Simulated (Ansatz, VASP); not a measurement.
# Two plane-wave programs on CdSe

```
Cd Se
1.0
     0.00000    3.09862    3.09862
     3.09862    0.00000    3.09862
     3.09862    3.09862    0.00000
Cd Se
1 1
Direct
  0.00000 0.00000 0.00000
  0.75000 0.75000 0.75000
```

Alike in both runs: task single point; functional PBE; k mesh 6 × 6 × 6; no spin polarisation.

|  | VASP | Ansatz |
| --- | --- | --- |
| version | VASP 6.6.1 | Ansatz 0.2.0 |
| potentials or method | VASP PAW PBE potentials, release 64 (Cd, Se) | plane waves, PAW |
| plane-wave cutoff (eV) | 500 | 420 |
| occupations | gaussian, width 0.01 eV | fixed |
| valence electrons in the cell | 18 | 36 |

VASP gave:

```
gap on the k mesh at the Fermi level (eV) : 0.49
pressure (GPa)                            : 0.2
```

Question: Which values does Ansatz return?

Answer: gap on the k mesh at the Fermi level (eV): 0.49; pressure (GPa): 0.0.

VASP's potentials hold 18 valence electrons a cell and Ansatz's 36, so a difference there can come from the potentials and not from the codes.
